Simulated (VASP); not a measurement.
I, 4 atoms in the cell. Symmetry: Cmce, No. 64, orthorhombic system. The conventional cell has a = 7.902 Å, b = 5.176 Å, c = 10.439 Å, α = 90.00°, β = 90.00°, γ = 90.00°. Within 3.6 Å of I (site symmetry m) lie 1 I at 2.72 Å.  This cell differs from its parent crystal: Cl replaced by I, lengths x 1.218, strained.

* Program: VASP 6.6.1
* Task: single point
* Functional: PBEsol
* Potentials or basis: VASP PAW PBE potentials, release 64 (I)
* Cutoff: 500 eV
* k mesh: 6 × 6 × 4
* Occupations: gaussian, width 0.02 eV
* Spin: no spin polarisation
* Dipole correction: no
* Further INCAR settings: ALGO = Normal; EDIFF = 1e-06; NBANDS = 22

Potentials or basis: VASP PAW PBE potentials, release 64 (I).

Command:

```console
$ cat potpaw_PBE.64/I/POTCAR > POTCAR
$ mpirun -np 1 vasp_std > vasp.out
```

Hardware: 1 thread of Intel(R) Xeon(R) 6975P-C (Granite Rapids), on a shared host.

Problem. Estimate the wall time of this run.

Solution. Wall time 2.9 min on 1 thread of Intel(R) Xeon(R) 6975P-C (Granite Rapids), with other jobs on the host, peak memory 0.36 GiB. Counts: scf iterations 12, k points 39.
